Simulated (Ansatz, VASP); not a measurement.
Two plane-wave programs on CrCuO2

INCAR

```
SYSTEM = CrCuO2
ALGO = Normal
EDIFF = 1E-6
ENCUT = 600
GGA = PE
GGA_COMPAT = .FALSE.
ISIF = 2
ISMEAR = 0
ISPIN = 2
KPAR = 4
LASPH = .TRUE.
LCHARG = .FALSE.
LMAXMIX = 4
LORBIT = 11
LREAL = .FALSE.
LWAVE = .FALSE.
MAGMOM = 4 -1 0 0
NBANDS = 30
NELM = 200
PREC = Accurate
SIGMA = 0.05
```

KPOINTS

```
k-points
0
G
  14 14 14
  0 0 0
```

Contents of POSCAR:

```
CrCuO2
1.0
    1.5062101120      0.8696108136      5.7041720337
   -1.5062101120      0.8696108136      5.7041720337
    0.0000000000     -1.7392216272      5.7041720337
Cr Cu O
1 1 2
Direct
    0.5000000000      0.5000000000      0.5000000000
    0.0000000000      0.0000000000      0.0000000000
    0.1084322904      0.1084322904      0.1084322904
    0.8915677096      0.8915677096      0.8915677096
```

Input for Ansatz:

```yaml
crystal:
  lattice:
    - [1.506210112, 0.8696108136, 5.7041720337]
    - [-1.506210112, 0.8696108136, 5.7041720337]
    - [0.0, -1.7392216272, 5.7041720337]
  atoms:
    - { symbol: Cr, position: [0.5, 0.5, 0.5], spin: 4.0 }
    - { symbol: Cu, position: [0.0, 0.0, 0.0], spin: -1.0 }
    - { symbol: O, position: [0.1084322904, 0.1084322904, 0.1084322904] }
    - { symbol: O, position: [0.8915677096, 0.8915677096, 0.8915677096] }
basis:
  ecutwfc: 420
  ecutrho_ratio: 4
kpoints:
  mp_grid: { grid: [14, 14, 14] }
hamiltonian:
  xc: pbe
scf:
  occupations: { method: gaussian, width: 0.05 }
  lower_state_search: "off"
output:
  forces: true
  stress: true
  eigenvalues: true
  populations: true
magnetization:
  spin_polarized: true
```

Alike in both runs: task single point; functional PBE; k mesh 14 × 14 × 14; occupations gaussian, width 0.05 eV; collinear spin.

```csv
,VASP,Ansatz
version,VASP 6.6.1,Ansatz 0.2.0
potentials or method,"VASP PAW PBE potentials, release 64 (Cr_pv, Cu, O), cutoff 600 eV","scalar-relativistic, plane waves, PAW"
valence electrons in the cell,35,45
```

Ansatz gave:

* gap on the k mesh at the Fermi level (eV): 1.11
* least direct gap on the mesh (eV): 1.31
* pressure (GPa): 0.0
* traceless stress, the component that is largest in VASP (GPa): -0.01
* rms of the force components (eV/Å): 0.000
* net moment per atom (μB): 0.75
* size of the moment on the site where the two differ most (μB): 2.42

Q: Which values does VASP return?

A: gap on the k mesh at the Fermi level (eV): 1.10; least direct gap on the mesh (eV): 1.30; pressure (GPa): 0.5; traceless stress, the component that is largest in VASP (GPa): 0.54; rms of the force components (eV/Å): 0.009; net moment per atom (μB): 0.75; size of the moment on the site where the two differ most (μB): 2.84.

Site moments also hang on the region over which each program counts them. Atom by atom the forces differ by 0.009 eV/Å (rms over components). VASP's potentials hold 35 valence electrons a cell and Ansatz's 45, so a difference there can come from the potentials and not from the codes.
